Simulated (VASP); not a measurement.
# PtSe2 (P-3m1) in VASP: further runs, part 2 of 2

VASP 6.6.1.

## 3. Relaxation of shape and atoms at fixed volume, PBE+D3(BJ) (20.40 Å³/atom)

This run uses another cell than the first one, of 20.40 Å³/atom.

File INCAR:

```
SYSTEM = PtSe2
PREC     = Accurate       ! precision mode
ENCUT    = 600            ! plane-wave cutoff, eV
EDIFF    = 1E-6           ! SCF threshold, eV
ISMEAR   = 0              ! smearing method
SIGMA    = 0.1            ! smearing width, eV
LREAL    = .FALSE.        ! projectors in reciprocal space
LASPH    = .TRUE.         ! aspherical terms in the spheres
NELM     = 60             ! most SCF steps
ALGO     = Normal         ! electronic algorithm
ISIF     = 4              ! what is computed and relaxed
LWAVE    = .FALSE.        ! write WAVECAR
LCHARG   = .FALSE.        ! write CHGCAR
GGA      = PE             ! functional
IVDW     = 12             ! dispersion correction
IBRION   = 2              ! ionic algorithm
NSW      = 50             ! ionic steps
EDIFFG   = -0.01          ! ionic threshold
```

File KPOINTS:

```
regular mesh
0
G
  12 12 10
  0 0 0
```

File POSCAR:

```
PtSe2
1.0
    3.8090484675      0.0000000000      0.0000000000
   -1.9045242338      3.2987327371      0.0000000000
    0.0000000000      0.0000000000      4.8695703185
Pt Se
1 2
Direct
    0.0000000000      0.0000000000      0.0000000000
    0.3333333333      0.6666666667      0.2655437443
    0.6666666667      0.3333333333      0.7344562557
```

Potentials or basis: VASP PAW PBE potentials, release 64 (Pt, Se).

The run is started by

```
$ cat potpaw_PBE.64/Pt/POTCAR potpaw_PBE.64/Se/POTCAR > POTCAR
$ mpirun -np 1 vasp_std > vasp.out
```

OUTCAR:

```text
SYSTEM = PtSe2
   PREC = Accurate
   ENCUT = 600
   EDIFF = 1E-6
   ISMEAR = 0
   LREAL = .FALSE.
   LASPH = .TRUE.
   NELM = 60
   ISIF = 4
   GGA = PE
   IVDW = 12
   IBRION = 2
   NSW = 50
   EDIFFG = -0.01
 IVDW          = 12

 ion  position               nearest neighbor table
   1  0.000  0.000  0.000-   2 2.55   3 2.55   3 2.55   2 2.55   3 2.55   2 2.55
   2  0.333  0.667  0.266-   1 2.55   1 2.55   1 2.55
   3  0.667  0.333  0.734-   1 2.55   1 2.55   1 2.55

  LATTYP: Found a hexagonal cell.
 ALAT       =     3.8090484675
 C/A-ratio  =     1.2784217266

  Lattice vectors:

 A1 = (   3.8090484675,   0.0000000000,   0.0000000000)
 A2 = (  -1.9045242338,   3.2987327371,   0.0000000000)
 A3 = (   0.0000000000,   0.0000000000,   4.8695703185)

Analysis of symmetry for initial positions (statically):
=====================================================================
 Subroutine PRICEL returns:
 Original cell was already a primitive cell.

 Routine SETGRP: Setting up the symmetry group for a
 hexagonal supercell.

 Subroutine GETGRP returns: Found 12 space group operations
 (whereof 12 operations were pure point group operations)
 out of a pool of 24 trial point group operations.

The static configuration has the point symmetry D_3d.

Analysis of symmetry for dynamics (positions and initial velocities):
=====================================================================
 Subroutine PRICEL returns:
 Original cell was already a primitive cell.

 Routine SETGRP: Setting up the symmetry group for a
 hexagonal supercell.

 Subroutine GETGRP returns: Found 12 space group operations
 (whereof 12 operations were pure point group operations)
 out of a pool of 24 trial point group operations.

The dynamic configuration has the point symmetry D_3d.

 Subroutine INISYM returns: Found 12 space group operations
 (whereof 12 operations are pure point group operations),
 and found     1 'primitive' translations

----------------------------------------------------------------------------------------

                                     Primitive cell
[... 109 lines left out ...]
   EFERMI_NEDOS =   21; number of points for ismear=-14 and -15
   IALGO  =     38    algorithm
   IMIX   =      4    mixing-type and parameters
     AMIX     =   0.40;   BMIX     =  1.00
     AMIX_MAG =   1.60;   BMIX_MAG =  1.00
  volume/ion in A,a.u.               =      20.40       137.64
  Fermi-wavevector in a.u.,A,eV,Ry     =   1.164120  2.199867 18.438270  1.355175
  Thomas-Fermi vector in A             =   2.300661
   LORBIT       =      0    0 simple, 1 ext, 2 COOP (PROOUT), +10 PAW based schemes
   GGA     = PE    functional components
   LHFCALC =     F    Hartree Fock is set to
   AEXX    =    0.0000 exact exchange contribution
   IVDW    =    12    specifies the selected vdW correction
   LEPSILON=     F    determine dielectric tensor
   LRPA    =     F    only Hartree local field effects (RPA)
 conjugate gradient relaxation of ions
 non-spin polarized calculation
 Gauss-broadening in eV      SIGMA  =   0.10
  energy-cutoff  :      600.00
  volume of cell :       61.19
 maximum number of plane-waves:      2065
   NGX = 15   NGY = 15   NGZ = 19

--------------------------------------- Ionic step        1  -------------------------------------------

 number of electron      22.0000000 magnetization

 Free energy of the ion-electron system (eV)
  ---------------------------------------------------
  ext. energy  EPLUGINS =         0.00000000
  ---------------------------------------------------
  free energy    TOTEN  =       -14.22096228 eV

  energy without entropy =      -14.21675363  energy(sigma->0) =      -14.21885795

------------------------ aborting loop because EDIFF is reached ----------------------------------------

 Edisp (eV)   -1.42665

 E8    (eV) :    -0.6132
[... 196 lines left out ...]
--------------------------------------- Ionic step        6  -------------------------------------------

 number of electron      22.0000002 magnetization

 Free energy of the ion-electron system (eV)
  ---------------------------------------------------
  ext. energy  EPLUGINS =         0.00000000
  ---------------------------------------------------
  free energy    TOTEN  =       -14.23420268 eV

  energy without entropy =      -14.23018960  energy(sigma->0) =      -14.23219614

 E-fermi :   6.3584     XC(G=0): -10.6516

 val. band max:        6.3288077048   @ k =   0.0000   0.3333   0.3000
 cond. band min:       6.3653136731   @ k =  -0.2500  -0.4167   0.1000
 fundamental gap:      0.0365059682
 Fermi energy:         6.3584235387

 k-point     1 :       0.0000    0.0000    0.0000
  band No.  band energies     occupation
      1      -9.1268      2.00000
      2      -6.2801      2.00000
      3      -0.6131      2.00000
      4       0.2099      2.00000
      5       0.2099      2.00000
      6       2.5965      2.00000
      7       2.5965      2.00000
      8       3.8979      2.00000
      9       5.3523      2.00000
     10       5.3523      2.00000
     11       6.9992      0.00000
     12       7.5507      0.00000
     13       7.5507      0.00000
     14       9.8601      0.00000
[... 401 lines left out ...]
      2      -6.4938      2.00000
      3      -0.2940      2.00000
      4       0.3635      2.00000
      5       0.6122      2.00000
      6       1.9957      2.00000
      7       2.4469      2.00000
      8       3.3026      2.00000
      9       4.5451      2.00000
     10       5.1669      2.00000
     11       6.3079      1.52496
     12       7.4369      0.00000
     13       7.5183      0.00000
     14      11.1230      0.00000
     15      11.4816      0.00000

 [... further k-points ...]

------------------------ aborting loop because EDIFF is reached ----------------------------------------

 Edisp (eV)   -1.42494

 E8    (eV) :    -0.6121
[... 26 lines left out ...]
  FREE ENERGIE OF THE ION-ELECTRON SYSTEM (eV)
  ---------------------------------------------------
  free  energy   TOTEN  =       -15.6591449786 eV

  energy  without entropy=      -15.6551318936  energy(sigma->0) =      -15.65713844

 reached required accuracy - stopping structural energy minimisation
```

OSZICAR:

```text
N       E                     dE             d eps       ncg     rms          rms(c)
DAV:   1     0.124802030382E+03    0.12480E+03   -0.11136E+04  4876   0.145E+03
DAV:   2    -0.937876502225E+01   -0.13418E+03   -0.13126E+03  6156   0.250E+02
DAV:   3    -0.149031964423E+02   -0.55244E+01   -0.54788E+01  5966   0.529E+01
DAV:   4    -0.149481934785E+02   -0.44997E-01   -0.44987E-01  5882   0.524E+00
[... 43 lines left out ...]
DAV:   1    -0.142347185308E+02   -0.62879E-03   -0.31721E-02  4965   0.129E+00    0.117E-01
DAV:   2    -0.142343060715E+02    0.41246E-03   -0.12935E-03  5301   0.300E-01    0.638E-02
DAV:   3    -0.142342251461E+02    0.80925E-04   -0.24426E-04  5658   0.148E-01    0.309E-02
DAV:   4    -0.142342028460E+02    0.22300E-04   -0.78028E-05  5399   0.684E-02    0.127E-02
DAV:   5    -0.142342026824E+02    0.16359E-06   -0.74747E-06  5392   0.197E-02
   6 F= -.15659145E+02 E0= -.15657138E+02  d E =-.506378E-03
```

Wall time 9.2 min (1 thread of Intel Xeon 8259CL, shared host); peak memory 0.35 GiB.

Results:

```yaml
Free_energy: -15.6591 eV
Energy_gained_by_relaxing: 3.8 meV/atom
Ionic_steps: 6
Pressure_after_relaxing: -1.5 GPa
Band_gap_on_the_k_mesh: zero (bands 11 and 12 overlap by 0.67 eV)
Dispersion_energy_per_atom: -0.475 eV
```

Step by step:
| step | energy change (eV) | largest force (eV/Å) | pressure (GPa) | volume (Å³) |
| --- | --- | --- | --- | --- |
| 1 | 0.0000 | 0.2795 | -3.55 | 61.19 |
| 2 | -0.0076 | 0.1421 | -2.69 | 61.19 |
| 3 | -0.0110 | 0.0145 | -1.68 | 61.19 |
| 4 | -0.0110 | 0.0332 | -1.57 | 61.19 |
| 5 | -0.0114 | 0.0137 | -1.50 | 61.19 |
| 6 | -0.0115 | 0.0016 | -1.47 | 61.19 |

Final structure:
```xyz
3
Lattice="3.7795 0.0000 0.0000 -1.8897 3.2731 0.0000 0.0000 0.0000 4.9461" Properties=species:S:1:pos:R:3 pbc="T T T"
Pt    0.0000    0.0000    0.0000
Se    0.0000    2.1821    1.2848
Se    1.8897    1.0910    3.6613
```

Caveat: spin-orbit coupling is left out, which moves the levels of the heavy elements.

## 4. Relaxation of shape and atoms at fixed volume, PBE+D3(BJ) (21.78 Å³/atom)

This run uses another cell than the first one, of 21.78 Å³/atom.

File INCAR:

```
ALGO = Normal ; EDIFF = 1E-7
EDIFFG = -0.01 ; ENCUT = 600
GGA = PE ; IBRION = 2
ISIF = 4 ; ISMEAR = 0
IVDW = 12 ; LASPH = True
LCHARG = False ; LREAL = False
LWAVE = False ; NELM = 60
NSW = 50 ; PREC = Accurate
SIGMA = 0.1
```

File KPOINTS:

```
k-points
0
Gamma
  12 12 10
```

File POSCAR:

```
PtSe2
1.0
    3.8303490306      0.0000000000      0.0000000000
   -1.9151745153      3.3171795658      0.0000000000
    0.0000000000      0.0000000000      5.1428327420
Pt Se
1 2
Direct
    0.0000000000      0.0000000000      0.0000000000
    0.3333333333      0.6666666667      0.2534731137
    0.6666666667      0.3333333333      0.7465268863
```

Potentials or basis: VASP PAW PBE potentials, release 64 (Pt, Se).

The run is started by

```
$ cat potpaw_PBE.64/Pt/POTCAR potpaw_PBE.64/Se/POTCAR > POTCAR
$ mpirun -np 1 vasp_std > vasp.out
```

OUTCAR:

```text
EDIFF = 1E-7
   EDIFFG = -0.01
   ENCUT = 600
   GGA = PE
   IBRION = 2
   ISIF = 4
   ISMEAR = 0
   IVDW = 12
   LASPH = True
   LREAL = False
   NELM = 60
   NSW = 50
   PREC = Accurate
 IVDW          = 12

 ion  position               nearest neighbor table
   1  0.000  0.000  0.000-   2 2.57   3 2.57   2 2.57   3 2.57   3 2.57   2 2.57
   2  0.333  0.667  0.253-   1 2.57   1 2.57   1 2.57
   3  0.667  0.333  0.747-   1 2.57   1 2.57   1 2.57

  LATTYP: Found a hexagonal cell.
 ALAT       =     3.8303490306
 C/A-ratio  =     1.3426538159

  Lattice vectors:

 A1 = (   3.8303490306,   0.0000000000,   0.0000000000)
 A2 = (  -1.9151745153,   3.3171795658,   0.0000000000)
 A3 = (   0.0000000000,   0.0000000000,   5.1428327420)

Analysis of symmetry for initial positions (statically):
=====================================================================
 Subroutine PRICEL returns:
 Original cell was already a primitive cell.

 Routine SETGRP: Setting up the symmetry group for a
 hexagonal supercell.

 Subroutine GETGRP returns: Found 12 space group operations
 (whereof 12 operations were pure point group operations)
 out of a pool of 24 trial point group operations.

The static configuration has the point symmetry D_3d.

Analysis of symmetry for dynamics (positions and initial velocities):
=====================================================================
 Subroutine PRICEL returns:
 Original cell was already a primitive cell.

 Routine SETGRP: Setting up the symmetry group for a
 hexagonal supercell.

 Subroutine GETGRP returns: Found 12 space group operations
[... 156 lines left out ...]

------------------------ aborting loop because EDIFF is reached ----------------------------------------

 Edisp (eV)   -1.33045

 E8    (eV) :    -0.5715
[... 196 lines left out ...]
--------------------------------------- Ionic step        6  -------------------------------------------

 number of electron      22.0000002 magnetization

 Free energy of the ion-electron system (eV)
  ---------------------------------------------------
  ext. energy  EPLUGINS =         0.00000000
  ---------------------------------------------------
  free energy    TOTEN  =       -14.27270871 eV

  energy without entropy =      -14.27031405  energy(sigma->0) =      -14.27151138

 E-fermi :   5.6323     XC(G=0): -10.2456

 val. band max:        5.6187103277   @ k =   0.0000   0.2500   0.3000
 cond. band min:       5.6521087424   @ k =  -0.0833   0.3333   0.3000
 fundamental gap:      0.0333984147
 Fermi energy:         5.6323309824

 k-point     1 :       0.0000    0.0000    0.0000
  band No.  band energies     occupation
      1      -9.5667      2.00000
      2      -7.1886      2.00000
      3      -1.0646      2.00000
      4      -0.4370      2.00000
      5      -0.4370      2.00000
      6       1.8670      2.00000
      7       1.8670      2.00000
      8       3.1675      2.00000
      9       4.6198      2.00000
     10       4.6198      2.00000
     11       5.8335      0.00444
     12       7.1144      0.00000
     13       7.1144      0.00000
     14       9.4586      0.00000
[... 401 lines left out ...]
      2      -7.3284      2.00000
      3      -0.7720      2.00000
      4      -0.2783      2.00000
      5      -0.1466      2.00000
      6       1.3347      2.00000
      7       1.7107      2.00000
      8       2.6212      2.00000
      9       3.9360      2.00000
     10       4.4880      2.00000
     11       5.5140      1.90575
     12       6.5191      0.00000
     13       6.9144      0.00000
     14      10.4847      0.00000
     15      10.8274      0.00000

 [... further k-points ...]

------------------------ aborting loop because EDIFF is reached ----------------------------------------

 Edisp (eV)   -1.32735

 E8    (eV) :    -0.5696
[... 26 lines left out ...]
  FREE ENERGIE OF THE ION-ELECTRON SYSTEM (eV)
  ---------------------------------------------------
  free  energy   TOTEN  =       -15.6000542564 eV

  energy  without entropy=      -15.5976595997  energy(sigma->0) =      -15.59885693

 reached required accuracy - stopping structural energy minimisation
```

CONTCAR:

```text
PtSe2
   1.00000000000000
     3.7771284658045827    0.0000000000000000    0.0000000000000000
    -1.8885642329022914    3.2710892047043556   -0.0000000000000000
     0.0000000000000000    0.0000000000000000    5.2887810429039916
  Pt              Se
     1     2
Direct
     1.0000000000000000    0.0000000000000000    0.0000000000000000
     0.3333333332999970    0.6666666667000030    0.2445507908812301
     0.6666666667000030    0.3333333332999970    0.7554492091187699

  0.00000000E+00  0.00000000E+00  0.00000000E+00
  0.00000000E+00  0.00000000E+00  0.00000000E+00
  0.00000000E+00  0.00000000E+00  0.00000000E+00
```

Run time: 15 min. Hardware: 1 thread of Intel Xeon 8259CL, shared host; peak memory 0.38 GiB.

What came out:

* Free energy: -15.6001 eV
* Energy gained by relaxing: 8.6 meV/atom
* Ionic steps: 6
* Pressure after relaxing: -2.7 GPa
* Band gap on the k mesh: zero (bands 11 and 12 overlap by 0.21 eV)
* Dispersion energy per atom: -0.442 eV

Step by step:
```tsv
step	energy change (eV)	largest force (eV/Å)	pressure (GPa)	volume (Å³)
1	0.0000	0.3714	-6.13	65.34
2	-0.0141	0.2146	-5.03	65.34
3	-0.0234	0.0337	-3.26	65.34
4	-0.0236	0.0686	-3.01	65.34
5	-0.0255	0.0289	-2.83	65.34
6	-0.0259	0.0018	-2.71	65.34
```

Final structure:
```
CELL_PARAMETERS angstrom
3.77713 0.00000 0.00000
-1.88856 3.27109 0.00000
0.00000 0.00000 5.28878
ATOMIC_POSITIONS crystal
Pt 0.00000 0.00000 0.00000
Se 0.33333 0.66667 0.24455
Se 0.66667 0.33333 0.75545
```

Levels at points of the mesh, in eV from the Fermi level:
```
           k point  band 9  band 10  band 11  band 12  band 13  band 14
(0.00, 0.00, 0.00)   -1.01    -1.01     0.20     1.48     1.48     3.83
(0.50, 0.00, 0.00)   -3.22    -3.22    -2.86     0.70     2.09     4.52
(0.00, 0.00, 0.50)   -1.77    -1.33    -1.33     2.09     2.09     4.77
(0.50, 0.00, 0.50)   -3.04    -2.70    -1.43     1.07     1.38     4.22
```

Caveat: spin-orbit coupling is left out, which moves the levels of the heavy elements.

## 5. Overview

```tsv
task	cell	k mesh	gap on the mesh (eV)	pressure (GPa)
relaxation of cell and atoms	relaxed from a = 3.724, b = 3.724, c = 5.062 Å, angles 90.0, 90.0, 120.0°, 3 atoms, atomic positions A	6 × 6 × 4	none	0.1
relaxation of shape and atoms at fixed volume	relaxed from a = 3.809, b = 3.809, c = 4.870 Å, angles 90.0, 90.0, 120.0°, 3 atoms, atomic positions B	12 × 12 × 10	none	-1.5
relaxation of shape and atoms at fixed volume	relaxed from a = 3.830, b = 3.830, c = 5.143 Å, angles 90.0, 90.0, 120.0°, 3 atoms, atomic positions C	12 × 12 × 10	none	-2.7
```

Alike in all rows: level PBE+D3(BJ); potentials or basis VASP PAW PBE potentials, release 64 (Pt, Se); no spin polarisation; cutoff (eV) 600; smearing gaussian 0.1 eV.

Caveats: spin-orbit coupling is left out, which moves the levels of the heavy elements; the relaxation stopped at a loose force limit of 0.05 eV/Å, so its end isn't a converged minimum (at least some runs).

Absolute energies hang on the potentials; compare differences alone.
